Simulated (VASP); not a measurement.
BN (zincblende type), 2 atoms in the cell. It takes space group F-43m (No. 216, cubic). Conventional cell: a = 3.625 Å, b = 3.625 Å, c = 3.625 Å, α = 90.00°, β = 90.00°, γ = 90.00°. B (site symmetry -43m) has 4 N at 1.57 Å within 2.1 Å. N (site symmetry -43m) has 4 B at 1.57 Å within 2.1 Å. 

```yaml
Program: VASP 6.6.1
Task: single point
Functional: PBE
Potentials_or_basis: VASP PAW PBE potentials, release 64 (B, N)
Cutoff: 600 eV
k_mesh: 16 × 16 × 16
Occupations: fermi-dirac, width 0.03 eV
Spin: no spin polarisation
Dipole_correction: no
Further_INCAR_settings: ALGO = Normal; EDIFF = 1e-06; NBANDS = 11
```

Potentials or basis: VASP PAW PBE potentials, release 64 (B, N).

Launch:

```console
$ cat potpaw_PBE.64/B/POTCAR potpaw_PBE.64/N/POTCAR > POTCAR
$ mpirun -np 1 vasp_std > vasp.out
```

Hardware: 1 thread of Intel Xeon 8259CL, on a shared host.

Q: How long does it take, and how much memory?

A: Run time: 25 s on 1 thread of Intel Xeon 8259CL (shared host), peak memory 0.13 GiB. Counts: scf iterations 12, k points 145.
